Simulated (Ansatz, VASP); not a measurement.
## One calculation of Y2CF2, two programs

```xyz
5
Lattice="3.6643 0.0000 0.0000 -1.8321 3.1734 0.0000 0.0000 0.0000 6.3209" Properties=species:S:1:pos:R:3 pbc="T T T"
Y     0.0000    2.1156    1.3537
Y     1.8321    1.0578    4.9671
C     0.0000    0.0000    0.0000
F     0.0000    2.1156    3.8722
F     1.8321    1.0578    2.4487
```

Alike in both runs: task single point; functional LDA; k mesh 12 × 12 × 4; no spin polarisation.

|  | VASP | Ansatz |
| --- | --- | --- |
| version | VASP 6.6.1 | Ansatz 0.2.0 |
| potentials or method | VASP PAW LDA potentials, release 64 (Y_sv, C, F) | plane waves, PAW |
| plane-wave cutoff (eV) | 520 | 420 |
| occupations | gaussian, width 0.01 eV | fixed |
| valence electrons in the cell | 40 | 40 |

```csv
,VASP,Ansatz,Ansatz less VASP
gap on the k mesh at the Fermi level (eV),1.04,1.05,+0.006
pressure (GPa),-6.5,-6.6,-0.05
"traceless stress, the component that is largest in VASP (GPa)",0.33,0.34,+0.018
rms of the force components (eV/Å),0.040,0.042,+0.0018
```

LDA's correlation is that of Perdew and Zunger in VASP and of Perdew and Wang (1992) in Ansatz. Atom by atom the forces differ by 0.002 eV/Å (rms over components).
